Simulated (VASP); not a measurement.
Input of a VASP 6.6.1 run:

INCAR

```
SYSTEM = Ti3Al5
PREC = Accurate
ENCUT = 520
EDIFF = 1E-7
ISMEAR = 0
SIGMA = 0.15
LREAL = .FALSE.
LASPH = .TRUE.
NELM = 60
ALGO = Fast
ISIF = 2
LWAVE = .FALSE.
LCHARG = .FALSE.
GGA = PS
NBANDS = 36
```

File KPOINTS:

```
Automatic mesh
0
G
  10 10 6
  0 0 0
```

The input POSCAR:

```
Ti3Al5
1.0
    3.8854354518      0.0000000000      0.0000000000
    0.0000000000      4.0017892621      0.0000000000
    0.0000000000      0.0000000000      7.8108641073
Ti Al
3 5
Direct
    0.0000000000      0.5000000000      0.2646132917
    0.0000000000      0.5000000000      0.7353867083
    0.5000000000      0.5000000000      0.0000000000
    0.0000000000      0.0000000000      0.0000000000
    0.0000000000      0.0000000000      0.5000000000
    0.5000000000      0.5000000000      0.5000000000
    0.5000000000      0.0000000000      0.2417027397
    0.5000000000      0.0000000000      0.7582972603
```

Potentials or basis: VASP PAW PBE potentials, release 64 (Ti_sv, Al).

Launch:

```sh
$ cat potpaw_PBE.64/Ti_sv/POTCAR potpaw_PBE.64/Al/POTCAR > POTCAR
$ mpirun -np 1 vasp_std > vasp.out
```

Q: What does it give for the pressure?

A: 3.9 GPa.

Q: Predict the largest force.

A: 0.105 eV/Å.

Stress tensor (GPa, compression positive):
```
2.70 0.00 0.00
0.00 2.39 0.00
0.00 0.00 6.70
```

Caveat: the cell differs from its parent crystal (strain -0.0300 x Voigt [0, 0, 1, 0, 0, 0]); the cell stands under pressure; the PAW data sets were made with another functional, which shifts forces and pressure a little.
